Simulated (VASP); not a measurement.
Input of a VASP 6.6.1 run:

Contents of INCAR:

```
PREC     = Accurate       # precision mode
ENCUT    = 520            # plane-wave cutoff, eV
EDIFF    = 1E-6           # SCF threshold, eV
ISMEAR   = 0              # smearing method
SIGMA    = 0.15           # smearing width, eV
LREAL    = False          # projectors in reciprocal space
LASPH    = True           # aspherical terms in the spheres
NELM     = 80             # most SCF steps
ALGO     = Normal         # electronic algorithm
ISIF     = 2              # what is computed and relaxed
LWAVE    = False          # write WAVECAR
LCHARG   = False          # write CHGCAR
GGA      = CA             # functional
NBANDS   = 11             # bands
```

File KPOINTS:

```
Automatic mesh
0
Gamma
  22 22 22
```

File POSCAR:

```
Pt
1.0
   -1.5842200000      1.5842200000      1.5842200000
    1.5842200000     -1.5842200000      1.5842200000
    1.5842200000      1.5842200000     -1.5842200000
Pt
1
Direct
    0.0000000000      0.0000000000      0.0000000000
```

Potentials or basis: VASP PAW LDA potentials, release 64 (Pt).

Run with:

```console
$ cat potpaw_LDA.64/Pt/POTCAR > POTCAR
$ mpirun -np 1 vasp_std > vasp.out
```

Q: Predict the pressure.

A: -15.3 GPa.

Q: Predict the band gap on the k mesh.

A: Zero (band 5 reaches 10.93 eV, above the bottom of band 6 at 8.83 eV).

Caveat: spin-orbit coupling is left out, which moves the levels of the heavy elements.
